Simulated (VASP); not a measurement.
# Pt5Se12 in VASP: single point with PBEsol

Aim: the single point of Pt5Se12 with PBEsol.

All numbers are computed with VASP 6.6.1; they aren't measurements. Logs are shortened: lines on timing, memory, paths and dates and some standing lists are left out, and cuts for length are marked.

## Step 1: The cell of the first run

The cell holds a slab with vacuum, 17 atoms: a = 3.761 Å, b = 8.129 Å, c = 25.958 Å, α = 90.00°, β = 90.00°, γ = 90.00°.

## Step 2: Single point, PBEsol

File INCAR:

```
PREC = Accurate ; ENCUT = 520
EDIFF = 1E-6 ; ISMEAR = 0
SIGMA = 0.1 ; LREAL = Auto
LASPH = True ; NELM = 60
ALGO = Normal ; ISIF = 2
LWAVE = False ; LCHARG = False
LDIPOL = True ; IDIPOL = 3
DIPOL = 0.5 0.5 0.500 ; GGA = PS
NBANDS = 75
```

File KPOINTS:

```
Automatic mesh
0
Gamma
  9 5 1
```

File POSCAR:

```
Pt5Se12
1.0
    3.7607248983      0.0000000000      0.0000000000
    0.0000000000      8.1290185443      0.0000000000
    0.0000000000      0.0000000000     25.9581857965
Se Pt
12 5
Direct
    0.5000000000      0.2072689670      0.3076215434
    0.0000000000      0.4923442934      0.3360542632
    0.0000000000      0.8765872462      0.3536391415
    0.5000000000      0.1693394930      0.3970292641
    0.5000000000      0.5552516293      0.4417236030
    0.0000000000      0.8434748372      0.4900499492
    0.0000000000      0.2302899130      0.5099501170
    0.5000000000      0.5185128621      0.5582763359
    0.5000000000      0.9044248084      0.6029708116
    0.0000000000      0.1971770746      0.6463607758
    0.0000000000      0.5814199213      0.6639457128
    0.5000000000      0.8664950013      0.6923785007
    0.5000000000      0.6885788674      0.3551090452
    0.0000000000      0.3606617396      0.4230215297
    0.5000000000      0.0368823582      0.5000000590
    0.0000000000      0.7131027054      0.5769784801
    0.5000000000      0.3851854335      0.6448908679
```

Potentials or basis: VASP PAW PBE potentials, release 64 (Se, Pt).

Started as:

```console
$ cat potpaw_PBE.64/Se/POTCAR potpaw_PBE.64/Pt/POTCAR > POTCAR
$ mpirun -np 1 vasp_std > vasp.out
```

OUTCAR:

```text
PREC = Accurate
   ENCUT = 520
   EDIFF = 1E-6
   ISMEAR = 0
   LREAL = Auto
   LASPH = True
   NELM = 60
   ISIF = 2
   GGA = PS

 ion  position               nearest neighbor table
   1  0.500  0.207  0.308-   4 2.34
   2  0.000  0.492  0.336-  14 2.50  13 2.51  13 2.51
   3  0.000  0.877  0.354-  13 2.42  13 2.42
   4  0.500  0.169  0.397-   1 2.34  14 2.53  14 2.53  15 2.88
   5  0.500  0.555  0.442-  13 2.50  14 2.50  14 2.50
   6  0.000  0.843  0.490-  15 2.46  15 2.46  16 2.49
   7  0.000  0.230  0.510-  15 2.46  15 2.46  14 2.49
   8  0.500  0.519  0.558-  17 2.50  16 2.50  16 2.50
   9  0.500  0.904  0.603-  12 2.34  16 2.53  16 2.53  15 2.88
  10  0.000  0.197  0.646-  17 2.42  17 2.42
  11  0.000  0.581  0.664-  16 2.50  17 2.51  17 2.51
  12  0.500  0.866  0.692-   9 2.34
  13  0.500  0.689  0.355-   3 2.42   3 2.42   5 2.50   2 2.51   2 2.51
  14  0.000  0.361  0.423-   7 2.49   2 2.50   5 2.50   5 2.50   4 2.53   4 2.53
  15  0.500  0.037  0.500-   6 2.46   6 2.46   7 2.46   7 2.46   4 2.88   9 2.88
  16  0.000  0.713  0.577-   6 2.49  11 2.50   8 2.50   8 2.50   9 2.53   9 2.53
  17  0.500  0.385  0.645-  10 2.42  10 2.42   8 2.50  11 2.51  11 2.51

  LATTYP: Found a simple orthorhombic cell.
 ALAT       =     3.7607248983
 B/A-ratio  =     2.1615562861
 C/A-ratio  =     6.9024420819

  Lattice vectors:

 A1 = (   3.7607248983,   0.0000000000,   0.0000000000)
 A2 = (   0.0000000000,   8.1290185443,   0.0000000000)
 A3 = (   0.0000000000,   0.0000000000,  25.9581857965)

Analysis of symmetry for initial positions (statically):
=====================================================================
 Subroutine PRICEL returns:
 Original cell was already a primitive cell.

 Routine SETGRP: Setting up the symmetry group for a
 simple orthorhombic supercell.

 Subroutine GETGRP returns: Found  4 space group operations
 (whereof  2 operations were pure point group operations)
 out of a pool of  8 trial point group operations.

The static configuration has the point symmetry C_1h.
 The point group associated with its full space group is C_2h.

Analysis of symmetry for dynamics (positions and initial velocities):
=====================================================================
 Subroutine PRICEL returns:
 Original cell was already a primitive cell.

 Routine SETGRP: Setting up the symmetry group for a
 simple orthorhombic supercell.

 Subroutine GETGRP returns: Found  4 space group operations
 (whereof  2 operations were pure point group operations)
 out of a pool of  8 trial point group operations.

The dynamic configuration has the point symmetry C_1h.
 The point group associated with its full space group is C_2h.

 Subroutine INISYM returns: Found  4 space group operations
 (whereof  2 operations are pure point group operations),
 and found     1 'primitive' translations

----------------------------------------------------------------------------------------

                                     Primitive cell

  volume of cell :     793.5678

  direct lattice vectors                    reciprocal lattice vectors
     3.760724898  0.000000000  0.000000000     0.265906182  0.000000000  0.000000000
     0.000000000  8.129018544  0.000000000     0.000000000  0.123016081  0.000000000
     0.000000000  0.000000000 25.958185797     0.000000000  0.000000000  0.038523493

  length of vectors
     3.760724898  8.129018544 25.958185797     0.265906182  0.123016081  0.038523493

  position of ions in fractional coordinates (direct lattice)
     0.500000000  0.207268967  0.307621543
     0.000000000  0.492344293  0.336054263
     0.000000000  0.876587246  0.353639141
     0.500000000  0.169339493  0.397029264
     0.500000000  0.555251629  0.441723603
     0.000000000  0.843474837  0.490049949
[... 9 lines left out ...]
     0.000000000  0.713102705  0.576978480
     0.500000000  0.385185433  0.644890868

  ion indices of the primitive-cell ions
   primitive index   ion index
                 1           1
                 2           2
                 3           3
                 4           4
                 5           5
                 6           6
[... 9 lines left out ...]
                16          16
                17          17

----------------------------------------------------------------------------------------

 KPOINTS: Automatic mesh

Automatic generation of k-mesh.
 Grid dimensions read from file:
 generate k-points for:    9    5    1

 Generating k-lattice:

  Cartesian coordinates                     Fractional coordinates (reciprocal lattice)
     0.029545131  0.000000000  0.000000000     0.111111111  0.000000000  0.000000000
     0.000000000  0.024603216  0.000000000     0.000000000  0.200000000  0.000000000
     0.000000000  0.000000000  0.038523493     0.000000000  0.000000000  1.000000000

  Length of vectors
     0.029545131  0.024603216  0.038523493

  Shift w.r.t. Gamma in fractional coordinates (k-lattice)
     0.000000000  0.000000000  0.000000000

 Subroutine IBZKPT returns following result:
 ===========================================

 Found     15 irreducible k-points:

 Following reciprocal coordinates:
            Coordinates               Weight
  0.000000  0.000000  0.000000      1.000000
  0.111111  0.000000  0.000000      2.000000
  0.222222  0.000000  0.000000      2.000000
  0.333333  0.000000  0.000000      2.000000
  0.444444  0.000000  0.000000      2.000000
  0.000000  0.200000  0.000000      2.000000
  0.111111  0.200000  0.000000      4.000000
  0.222222  0.200000  0.000000      4.000000
  0.333333  0.200000  0.000000      4.000000
  0.444444  0.200000  0.000000      4.000000
  0.000000  0.400000  0.000000      2.000000
  0.111111  0.400000  0.000000      4.000000
  0.222222  0.400000  0.000000      4.000000
  0.333333  0.400000  0.000000      4.000000
  0.444444  0.400000  0.000000      4.000000
   k-points           NKPTS =     15   k-points in BZ     NKDIM =     15   number of bands    NBANDS=     75
   number of dos      NEDOS =    301   number of ions     NIONS =     17
   total plane-waves  NPLWV = 329280
   dimension x,y,z NGX =    28 NGY =   60 NGZ =  196
   dimension x,y,z NGXF=    56 NGYF=  120 NGZF=  392
   ions per type =              12   5
   NGX,Y,Z   is equivalent  to a cutoff of  12.38, 12.27, 12.55 a.u.
   NGXF,Y,Z  is equivalent  to a cutoff of  24.76, 24.54, 25.11 a.u.
 SYSTEM =  unknown system
   PREC   = accura    normal or accurate (medium, high low for compatibility)
   ISTART =      0    job   : 0-new  1-cont  2-samecut
   ICHARG =      2    charge: 1-file 2-atom 10-const
   ISPIN  =      1    spin polarized calculation?
   LNONCOLLINEAR =      F non collinear calculations
   LSORBIT =      F    spin-orbit coupling
   LASPH  =      T    aspherical Exc in radial PAW
   ENCUT  =  520.0 eV  38.22 Ry    6.18 a.u.   6.99 15.11 48.27*2*pi/ulx,y,z
   NELM   =     60;   NELMIN=  2; NELMDL= -5     # of ELM steps
   EDIFF  = 0.1E-05   stopping-criterion for ELM
   LREAL  =      T    real-space projection
   EDIFFG = 0.1E-04   stopping-criterion for IOM
   NSW    =      0    number of steps for IOM
   IBRION =     -1    ionic relax: 0-MD 1-quasi-New 2-CG
   NFREE  =      0    steps in history (QN), initial steepest desc. (CG)
   ISIF   =      2    stress and relaxation
   ISYM   =      2    0-nonsym 1-usesym 2-fastsym
   POTIM  = 0.5000    time-step for ionic-motion
   TEBEG  =    0.0;   TEEND  =   0.0 temperature during run
   PSTRESS=    0.0 pullay stress
   NELECT =     122.0000    total number of electrons
   NUPDOWN=      -1.0000    fix difference up-down
   EMIN   =  10.00;   EMAX   =-10.00  energy-range for DOS
   EFERMI =   0.00;   METHOD = LEGACY
   ISMEAR =     0;   SIGMA  =   0.10  broadening in eV -4-tet -1-fermi 0-gaus
   EFERMI_NEDOS =   21; number of points for ismear=-14 and -15
   IALGO  =     38    algorithm
   IMIX   =      4    mixing-type and parameters
     AMIX     =   0.40;   BMIX     =  1.00
     AMIX_MAG =   1.60;   BMIX_MAG =  1.00
  volume/ion in A,a.u.               =      46.68       315.02
  Fermi-wavevector in a.u.,A,eV,Ry     =   0.877001  1.657292 10.464660  0.769131
  Thomas-Fermi vector in A             =   1.996889
   LORBIT       =      0    0 simple, 1 ext, 2 COOP (PROOUT), +10 PAW based schemes
   GGA     = PS    functional components
   LHFCALC =     F    Hartree Fock is set to
   AEXX    =    0.0000 exact exchange contribution
   IVDW    =     0    specifies the selected vdW correction
   LEPSILON=     F    determine dielectric tensor
   LRPA    =     F    only Hartree local field effects (RPA)
 non-spin polarized calculation
 Gauss-broadening in eV      SIGMA  =   0.10
  energy-cutoff  :      520.00
  volume of cell :      793.57
 maximum number of plane-waves:     21446
 NGX is ok and might be reduce to    28
   NGX = 13   NGY = 31   NGZ = 97

 number of electron     121.9999998 magnetization

 dipolmoment           0.000000      0.000000      0.000015 electrons x Angstroem

 Free energy of the ion-electron system (eV)
  ---------------------------------------------------
  ext. energy  EPLUGINS =         0.00000000
  ---------------------------------------------------
  free energy    TOTEN  =       -83.34887597 eV

  energy without entropy =      -83.29107763  energy(sigma->0) =      -83.31997680

 E-fermi :  -0.4954     XC(G=0):  -5.2089

 val. band max:       -0.5059721566   @ k =   0.4444   0.2000   0.0000
 cond. band min:      -0.4838900009   @ k =   0.2222   0.4000   0.0000
 fundamental gap:      0.0220821557
 Fermi energy:        -0.4954466441

 k-point     1 :       0.0000    0.0000    0.0000
  band No.  band energies     occupation
      1     -15.8511      2.00000
      2     -15.6688      2.00000
      3     -14.8163      2.00000
      4     -14.3896      2.00000
      5     -14.3770      2.00000
      6     -14.0033      2.00000
[... 65 lines left out ...]
     72       2.2913      0.00000
     73       2.4588      0.00000
[... 1062 lines left out ...]
     72       2.1717      0.00000
     73       2.6490      0.00000
 [bands above 73 left out]

------------------------ aborting loop because EDIFF is reached ----------------------------------------

 vacuum level on the upper side and lower side of the slab       (xc-potential included)        -0.088        -0.089

  FORCE on cell =-STRESS in cart. coord.  units (eV):
  Direction    XX          YY          ZZ          XY          YZ          ZX
  --------------------------------------------------------------------------------------
  -------------------------------------------------------------------------------------
  Total       -2.7651084     -0.4596298      0.2397086      0.0000000     -0.1193427      0.0000000
  in kB       -5.5826286     -0.9279717      0.4839609      0.0000000     -0.2409476      0.0000000
  external PRESSURE =      -2.0088798 kB  Pullay stress =       0.0000000 kB

 VOLUME and BASIS-vectors are now :
 -----------------------------------------------------------------------------
  energy-cutoff  :      520.00
  volume of cell :      793.57
      direct lattice vectors                 reciprocal lattice vectors
     3.760724898  0.000000000  0.000000000     0.265906182  0.000000000  0.000000000
     0.000000000  8.129018544  0.000000000     0.000000000  0.123016081  0.000000000
     0.000000000  0.000000000 25.958185797     0.000000000  0.000000000  0.038523493

 POSITION                                       TOTAL-FORCE (eV/Angst)
 -----------------------------------------------------------------------------------
      1.88036      1.68489      7.98530         0.000000      0.012704     -0.036374
      0.00000      4.00228      8.72336         0.000000      0.003327     -0.009101
      0.00000      7.12579      9.17983         0.000000      0.010272     -0.000091
      1.88036      1.37656     10.30616         0.000000     -0.020014      0.036139
      1.88036      4.51365     11.46634         0.000000      0.001096      0.015143
      0.00000      6.85662     12.72081         0.000000     -0.004005     -0.006984
[... 9 lines left out ...]
      0.00000      5.79683     14.97731         0.000000      0.004363     -0.006059
      1.88036      3.13118     16.74020         0.000000     -0.005979      0.002863
 -----------------------------------------------------------------------------------
    total drift:                                0.000000      0.001968      0.001956

  FREE ENERGIE OF THE ION-ELECTRON SYSTEM (eV)
  ---------------------------------------------------
  free  energy   TOTEN  =       -83.3488759718 eV

  energy  without entropy=      -83.2910776277  energy(sigma->0) =      -83.31997680

 vacuum level on the upper side and lower side of the slab         4.648         4.648
```

It took 22 min on 1 thread of AMD EPYC 9R45 (Zen 5), shared host; peak memory 0.95 GiB.

What came out:

```
Free energy            : -83.3489 eV
Largest force          : 0.041 eV/Å
Band gap on the k mesh : zero (bands 61 and 62 overlap by 1.02 eV)
```

Forces on the atoms (eV/Å):
```
Se   0.000  0.013 -0.036
Se   0.000  0.003 -0.009
Se   0.000  0.010  0.000
Se   0.000 -0.020  0.036
Se   0.000  0.001  0.015
Se   0.000 -0.004 -0.007
Se   0.000  0.004  0.007
Se   0.000 -0.001 -0.015
Se   0.000  0.020 -0.036
Se   0.000 -0.010  0.000
Se   0.000 -0.003  0.009
Se   0.000 -0.013  0.036
Pt   0.000  0.006 -0.003
Pt   0.000 -0.004  0.006
Pt   0.000  0.000  0.000
Pt   0.000  0.004 -0.006
Pt   0.000 -0.006  0.003
```

Caveat: the PAW data sets were made with another functional, which shifts forces and pressure a little; spin-orbit coupling is left out, which moves the levels of the heavy elements.

The gap in the log of VASP goes by the Fermi energy; the results here count the filled bands.